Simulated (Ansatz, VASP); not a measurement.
Ta in VASP and in Ansatz

```
CELL_PARAMETERS angstrom
-1.65948 1.65948 1.65948
1.65948 -1.65948 1.65948
1.65948 1.65948 -1.65948
ATOMIC_POSITIONS crystal
Ta 0.00000 0.00000 0.00000
```

Alike in both runs: functional PBE; k mesh 18 × 18 × 18; occupations gaussian, width 0.1 eV; no spin polarisation.

Ansatz relaxed the structure, and its values are those at the end. VASP's run is a single point on that final structure, the one shown.

|  | VASP | Ansatz |
| --- | --- | --- |
| version | VASP 6.6.1 | Ansatz 0.2.0 |
| potentials or method | VASP PAW PBE potentials, release 64 (Ta_pv), cutoff 500 eV | scalar-relativistic, plane waves, PAW |
| valence electrons in the cell | 11 | 13 |

```tsv
	VASP	Ansatz	Ansatz less VASP
gap on the k mesh at the Fermi level (eV)	none	none	-
pressure (GPa)	0.1	0.0	-0.06
```

A gap of «none» marks a metal or a gap that the smearing closes. VASP's potentials hold 11 valence electrons a cell and Ansatz's 13, so a difference there can come from the potentials and not from the codes.

Neither program's run includes spin-orbit coupling.
